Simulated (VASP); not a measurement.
# CoO (P2/c) in VASP: single point with PBE

Aim: the single point of CoO with PBE.

Everything below comes from runs of VASP 6.6.1. Logs are shortened: lines on timing, memory, paths and dates and some standing lists are left out, and cuts for length are marked.

**1. The cell of the first run**

The typed cell holds 4 atoms: a = 3.081 Å, b = 4.201 Å, c = 4.214 Å, α = 90.00°, β = 133.07°, γ = 90.00°.

**2. Single point, PBE, collinear spin, ferromagnetic start**

Input file INCAR:

```
  PREC = Accurate
  ENCUT = 520
  EDIFF = 1E-7
  ISMEAR = -1
  SIGMA = 0.05
  LREAL = False
  LASPH = True
  NELM = 150
  ALGO = Normal
  ISIF = 2
  LWAVE = False
  LCHARG = False
  ISPIN = 2
  MAGMOM = 2 2 0 0
  LORBIT = 11
  LMAXMIX = 4
  GGA = PE
  NBANDS = 27
```

Input file KPOINTS:

```
Automatic mesh
0
Gamma
  12 6 9
```

Input file POSCAR:

```
CoO
1.0
    3.0811340847      0.0000000000      0.0000000000
    0.0000000000      4.2013857869      0.0000000000
   -2.8777095433      0.0000000000      3.0785743829
Co O
2 2
Direct
    0.0000000000      0.2519510000      0.2500000000
    0.0000000000      0.7480490000      0.7500000000
    0.0000000000      0.2493930000      0.7500000000
    0.0000000000      0.7506070000      0.2500000000
```

Potentials or basis: VASP PAW PBE potentials, release 64 (Co, O).

The run is started by

```sh
cat potpaw_PBE.64/Co/POTCAR potpaw_PBE.64/O/POTCAR > POTCAR
mpirun -np 1 vasp_std > vasp.out
```

OUTCAR:

```text
PREC = Accurate
   ENCUT = 520
   EDIFF = 1E-7
   ISMEAR = -1
   LREAL = False
   LASPH = True
   NELM = 150
   ISIF = 2
   ISPIN = 2
   LORBIT = 11
   GGA = PE

 ion  position               nearest neighbor table
   1  0.000  0.252  0.250-   4 2.10   4 2.11   3 2.11   3 2.11   3 2.25   3 2.25   2 2.96   2 2.96
                             2 2.99   2 2.99   2 3.07   2 3.07   2 3.09   2 3.09
   2  0.000  0.748  0.750-   3 2.10   3 2.11   4 2.11   4 2.11   4 2.25   4 2.25   1 2.96   1 2.96
                             1 2.99   1 2.99   1 3.07   1 3.07   1 3.09   1 3.09
   3  0.000  0.249  0.750-   2 2.10   2 2.11   1 2.11   1 2.11   1 2.25   1 2.25
   4  0.000  0.751  0.250-   1 2.10   1 2.11   2 2.11   2 2.11   2 2.25   2 2.25

  LATTYP: Found a simple monoclinic cell.
 ALAT       =     3.0811340847
 B/A-ratio  =     1.3635842100
 C/A-ratio  =     1.0013481633
 COS(beta)  =    -0.0659337294

  Lattice vectors:

 A1 = (   3.0811340847,   0.0000000000,   0.0000000000)
 A2 = (   0.0000000000,  -4.2013857869,   0.0000000000)
 A3 = (  -0.2034245414,   0.0000000000,  -3.0785743829)

Analysis of symmetry for initial positions (statically):
=====================================================================
 Subroutine PRICEL returns:
 Original cell was already a primitive cell.

 Routine SETGRP: Setting up the symmetry group for a
 simple monoclinic supercell.

 Subroutine GETGRP returns: Found  4 space group operations
 (whereof  2 operations were pure point group operations)
 out of a pool of  4 trial point group operations.

The static configuration has the point symmetry S_2 .
 The point group associated with its full space group is C_2h.

Analysis of symmetry for dynamics (positions and initial velocities):
=====================================================================
 Subroutine PRICEL returns:
 Original cell was already a primitive cell.

 Routine SETGRP: Setting up the symmetry group for a
 simple monoclinic supercell.

 Subroutine GETGRP returns: Found  4 space group operations
 (whereof  2 operations were pure point group operations)
 out of a pool of  4 trial point group operations.

The dynamic configuration has the point symmetry S_2 .
 The point group associated with its full space group is C_2h.

Analysis of structural, dynamic, and magnetic symmetry:
=====================================================================
 Subroutine PRICEL returns:
 Original cell was already a primitive cell.

 Routine SETGRP: Setting up the symmetry group for a
 simple monoclinic supercell.

 Subroutine GETGRP returns: Found  4 space group operations
 (whereof  2 operations were pure point group operations)
 out of a pool of  4 trial point group operations.

The overall configuration has the point symmetry S_2 .
 The point group associated with its full space group is C_2h.

 Subroutine INISYM returns: Found  4 space group operations
 (whereof  2 operations are pure point group operations),
 and found     1 'primitive' translations

----------------------------------------------------------------------------------------

                                     Primitive cell

  volume of cell :      39.8522

  direct lattice vectors                    reciprocal lattice vectors
     3.081134085  0.000000000  0.000000000     0.324555820  0.000000000  0.303379833
     0.000000000  4.201385787  0.000000000     0.000000000  0.238016705  0.000000000
    -2.877709543  0.000000000  3.078574383     0.000000000  0.000000000  0.324825674

  length of vectors
     3.081134085  4.201385787  4.214122975     0.444269967  0.238016705  0.324825674

  position of ions in fractional coordinates (direct lattice)
     0.000000000  0.251951000  0.250000000
     0.000000000  0.748049000  0.750000000
     0.000000000  0.249393000  0.750000000
     0.000000000  0.750607000  0.250000000

  ion indices of the primitive-cell ions
   primitive index   ion index
                 1           1
                 2           2
                 3           3
                 4           4

----------------------------------------------------------------------------------------

 KPOINTS: Automatic mesh

Automatic generation of k-mesh.
 Grid dimensions read from file:
 generate k-points for:   12    6    9

 Generating k-lattice:

  Cartesian coordinates                     Fractional coordinates (reciprocal lattice)
     0.027046318  0.000000000  0.025281653     0.083333333  0.000000000  0.000000000
     0.000000000  0.039669451  0.000000000     0.000000000  0.166666667  0.000000000
     0.000000000  0.000000000  0.036091742     0.000000000  0.000000000  0.111111111

  Length of vectors
     0.037022497  0.039669451  0.036091742

  Shift w.r.t. Gamma in fractional coordinates (k-lattice)
     0.000000000  0.000000000  0.000000000

 Subroutine IBZKPT returns following result:
 ===========================================

 Found    220 irreducible k-points:

 Following reciprocal coordinates:
            Coordinates               Weight
  0.000000  0.000000  0.000000      1.000000
  0.083333  0.000000 -0.000000      2.000000
  0.166667  0.000000 -0.000000      2.000000
  0.250000  0.000000 -0.000000      2.000000
  0.333333  0.000000 -0.000000      2.000000
  0.416667  0.000000 -0.000000      2.000000
[... 16 lines left out ...]
  0.083333  0.500000 -0.000000      2.000000
  0.166667  0.500000 -0.000000      2.000000
 [... further k-points ...]
   k-points           NKPTS =    220   k-points in BZ     NKDIM =    220   number of bands    NBANDS=     27
   number of dos      NEDOS =    301   number of ions     NIONS =      4
   total plane-waves  NPLWV =  24576
   dimension x,y,z NGX =    24 NGY =   32 NGZ =   32
   dimension x,y,z NGXF=    48 NGYF=   64 NGZF=   64
   ions per type =               2   2
   NGX,Y,Z   is equivalent  to a cutoff of  12.95, 12.66, 12.62 a.u.
   NGXF,Y,Z  is equivalent  to a cutoff of  25.90, 25.32, 25.25 a.u.
 SYSTEM =  unknown system
   PREC   = accura    normal or accurate (medium, high low for compatibility)
   ISTART =      0    job   : 0-new  1-cont  2-samecut
   ICHARG =      2    charge: 1-file 2-atom 10-const
   ISPIN  =      2    spin polarized calculation?
   LNONCOLLINEAR =      F non collinear calculations
   LSORBIT =      F    spin-orbit coupling
   LASPH  =      T    aspherical Exc in radial PAW
   ENCUT  =  520.0 eV  38.22 Ry    6.18 a.u.   5.73  7.81  7.84*2*pi/ulx,y,z
   NELM   =    150;   NELMIN=  2; NELMDL= -5     # of ELM steps
   EDIFF  = 0.1E-06   stopping-criterion for ELM
   LREAL  =      F    real-space projection
   EDIFFG = 0.1E-05   stopping-criterion for IOM
   NSW    =      0    number of steps for IOM
   IBRION =     -1    ionic relax: 0-MD 1-quasi-New 2-CG
   NFREE  =      0    steps in history (QN), initial steepest desc. (CG)
   ISIF   =      2    stress and relaxation
   ISYM   =      2    0-nonsym 1-usesym 2-fastsym
   POTIM  = 0.5000    time-step for ionic-motion
   TEBEG  =    0.0;   TEEND  =   0.0 temperature during run
   PSTRESS=    0.0 pullay stress
   NELECT =      30.0000    total number of electrons
   NUPDOWN=      -1.0000    fix difference up-down
   EMIN   =  10.00;   EMAX   =-10.00  energy-range for DOS
   EFERMI =   0.00;   METHOD = LEGACY
   ISMEAR =    -1;   SIGMA  =   0.05  broadening in eV -4-tet -1-fermi 0-gaus
   EFERMI_NEDOS =   21; number of points for ismear=-14 and -15
   IALGO  =     38    algorithm
   IMIX   =      4    mixing-type and parameters
     AMIX     =   0.40;   BMIX     =  1.00
     AMIX_MAG =   1.60;   BMIX_MAG =  1.00
  volume/ion in A,a.u.               =       9.96        67.23
  Fermi-wavevector in a.u.,A,eV,Ry     =   1.489239  2.814253 30.175435  2.217832
  Thomas-Fermi vector in A             =   2.602172
   LORBIT       =     11    0 simple, 1 ext, 2 COOP (PROOUT), +10 PAW based schemes
   GGA     = PE    functional components
   LHFCALC =     F    Hartree Fock is set to
   AEXX    =    0.0000 exact exchange contribution
   IVDW    =     0    specifies the selected vdW correction
   LEPSILON=     F    determine dielectric tensor
   LRPA    =     F    only Hartree local field effects (RPA)
 spin polarized calculation
  energy-cutoff  :      520.00
  volume of cell :       39.85
 maximum number of plane-waves:      1093
   NGX = 11   NGY = 15   NGZ = 15

 number of electron      29.9999998 magnetization       5.8086934

 Free energy of the ion-electron system (eV)
  ---------------------------------------------------
  ext. energy  EPLUGINS =         0.00000000
  ---------------------------------------------------
  free energy    TOTEN  =       -26.09225472 eV

  energy without entropy =      -26.02625876  energy(sigma->0) =      -26.05925674

 E-fermi :   7.4948     XC(G=0): -12.2254

 val. band max:        7.4947751936   @ k =   0.3333   0.0000   0.3333
 cond. band min:       7.4949855070   @ k =   0.4167   0.0000   0.4444
 fundamental gap:      0.0002103133
 Fermi energy:         7.4947934041

 spin component 1

 k-point     1 :       0.0000    0.0000    0.0000
  band No.  band energies     occupation
      1     -12.4818      1.00000
      2     -11.2634      1.00000
      3       0.9565      1.00000
      4       2.9789      1.00000
      5       3.4516      1.00000
      6       3.8364      1.00000
[... 709 lines left out ...]
     26      22.0020      0.00000
     27      25.8404      0.00000

 [... further k-points ...]

 spin component 2

 k-point     1 :       0.0000    0.0000    0.0000
  band No.  band energies     occupation
      1     -11.9796      1.00000
      2     -10.6825      1.00000
      3       1.3522      1.00000
      4       3.4683      1.00000
      5       4.0194      1.00000
      6       4.9058      1.00000
[... 709 lines left out ...]
     26      22.7123      0.00000
     27      26.3107      0.00000

 [... further k-points ...]

------------------------ aborting loop because EDIFF is reached ----------------------------------------

  FORCE on cell =-STRESS in cart. coord.  units (eV):
  Direction    XX          YY          ZZ          XY          YZ          ZX
  --------------------------------------------------------------------------------------
  -------------------------------------------------------------------------------------
  Total       -1.5110017     -1.4180798     -1.4889171      0.0000000      0.0000000     -0.1304677
  in kB      -60.7467055    -57.0109729    -59.8588393      0.0000000      0.0000000     -5.2451832
  external PRESSURE =     -59.2055059 kB  Pullay stress =       0.0000000 kB

 VOLUME and BASIS-vectors are now :
 -----------------------------------------------------------------------------
  energy-cutoff  :      520.00
  volume of cell :       39.85
      direct lattice vectors                 reciprocal lattice vectors
     3.081134085  0.000000000  0.000000000     0.324555820  0.000000000  0.303379833
     0.000000000  4.201385787  0.000000000     0.000000000  0.238016705  0.000000000
    -2.877709543  0.000000000  3.078574383     0.000000000  0.000000000  0.324825674

 POSITION                                       TOTAL-FORCE (eV/Angst)
 -----------------------------------------------------------------------------------
     -0.71943      1.05854      0.76964         0.000000      0.009302      0.000000
     -2.15828      3.14284      2.30893        -0.000000     -0.009302      0.000000
     -2.15828      1.04780      2.30893         0.000000     -0.029805     -0.000000
     -0.71943      3.15359      0.76964         0.000000      0.029805      0.000000
 -----------------------------------------------------------------------------------
    total drift:                               -0.000000      0.000000      0.000000

  FREE ENERGIE OF THE ION-ELECTRON SYSTEM (eV)
  ---------------------------------------------------
  free  energy   TOTEN  =       -26.0922547157 eV

  energy  without entropy=      -26.0262587574  energy(sigma->0) =      -26.05925674

 total charge

# of ion       s       p       d       tot
------------------------------------------
    1        0.289   0.342   7.131   7.762
    2        0.289   0.342   7.131   7.762
    3        1.556   3.411   0.000   4.967
    4        1.556   3.411   0.000   4.967
--------------------------------------------------
tot          3.691   7.505  14.262  25.458

 magnetization (x)

# of ion       s       p       d       tot
------------------------------------------
    1        0.022   0.017   2.515   2.554
    2        0.022   0.017   2.515   2.554
    3        0.027   0.270   0.000   0.297
    4        0.027   0.270   0.000   0.297
--------------------------------------------------
tot          0.099   0.573   5.030   5.701
```

It took 5.5 min on 1 thread of Intel Xeon 6975P-C (Granite Rapids), shared host; peak memory 0.43 GiB.

What came out:

```yaml
Free_energy: -26.0923 eV
Pressure: -5.9 GPa
Largest_force: 0.030 eV/Å
Net_moment: 5.81 μB per cell
Site_moments: Co +2.55; O +0.30 μB
Valence_electrons_inside_the_program's_atomic_spheres: Co 7.76; O 4.97
```

Forces in eV/Å, atoms in the order of the input:
```
Co   0.000  0.009  0.000
Co   0.000 -0.009  0.000
O    0.000 -0.030  0.000
O    0.000  0.030  0.000
```

Caveat: the cell stands under tension; semilocal functionals often make such compounds metallic where correlation or magnetic order opens a gap, which also shifts bond lengths.
